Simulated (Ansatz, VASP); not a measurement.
# One calculation of FeO, two programs

```xyz
2
Lattice="0.0000 2.1104 2.1104 2.1104 0.0000 2.1104 2.1104 2.1104 0.0000" Properties=species:S:1:pos:R:3 pbc="T T T"
Fe    0.0000    0.0000    0.0000
O     2.1104    2.1104    2.1104
```

Alike in both runs: task single point; functional PBE; k mesh 16 × 16 × 16; occupations gaussian, width 0.1 eV; collinear spin.

|  | VASP | Ansatz |
| --- | --- | --- |
| version | VASP 6.6.1 | Ansatz 0.2.0 |
| potentials or method | VASP PAW PBE potentials, release 64 (Fe, O), cutoff 520 eV | scalar-relativistic, plane waves, PAW |
| valence electrons in the cell | 14 | 22 |

|  | VASP | Ansatz | Ansatz less VASP |
| --- | --- | --- | --- |
| gap on the k mesh at the Fermi level (eV) | none | none | - |
| pressure (GPa) | 13.5 | 13.2 | -0.29 |
| net moment per atom (μB) | 2.00 | 2.00 | 0.000 |
| size of the moment on the site where the two differ most (μB) | 3.61 | 3.42 | -0.188 |

Site moments also hang on the region over which each program counts them. A gap of «none» marks a metal or a gap that the smearing closes. With one functional, cell and mesh, what is left measures potentials, basis and numerics. VASP's potentials hold 14 valence electrons a cell and Ansatz's 22, so a difference there can come from the potentials and not from the codes.
